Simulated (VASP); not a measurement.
A run of VASP 6.6.1:

INCAR

```
SYSTEM = W
PREC = Accurate
ENCUT = 500
EDIFF = 1E-6
ISMEAR = 0
SIGMA = 0.1
LREAL = .FALSE.
LASPH = .TRUE.
NELM = 120
ALGO = Normal
ISIF = 2
LWAVE = .FALSE.
LCHARG = .TRUE.
GGA = B5
ALDAX = 1.0
AGGAX = 1.0
AGGAC = 1.0
ALDAC = 0.0
LELF = .TRUE.
LVHAR = .TRUE.
NBANDS = 13
NELECT = 15.0
GGA_COMPAT = .FALSE.
```

Contents of KPOINTS:

```
Automatic mesh
0
G
  1 3 5
  0 0 0
```

POSCAR

```
W
1.0
   -1.5253691383      1.5542864818      1.6170552242
    1.5570760028     -1.5084011799      1.6028767868
    1.6141549660      1.5971870076     -1.5711699222
W
1
Direct
    0.0000000000      0.0000000000      0.0000000000
```

Potentials or basis: VASP PAW PBE potentials, release 64 (W_sv).

Run with:

```sh
$ cat potpaw_PBE.64/W_sv/POTCAR > POTCAR
$ mpirun -np 1 vasp_std > vasp.out
```

Hardware: 1 thread of Intel Xeon 8259CL, with other jobs on the host.

Problem. Estimate the wall time of this run.

Solution. Run time: 11 s on 1 thread of Intel Xeon 8259CL (shared host), peak memory 0.12 GiB. Counts: scf iterations 12, k points 8.
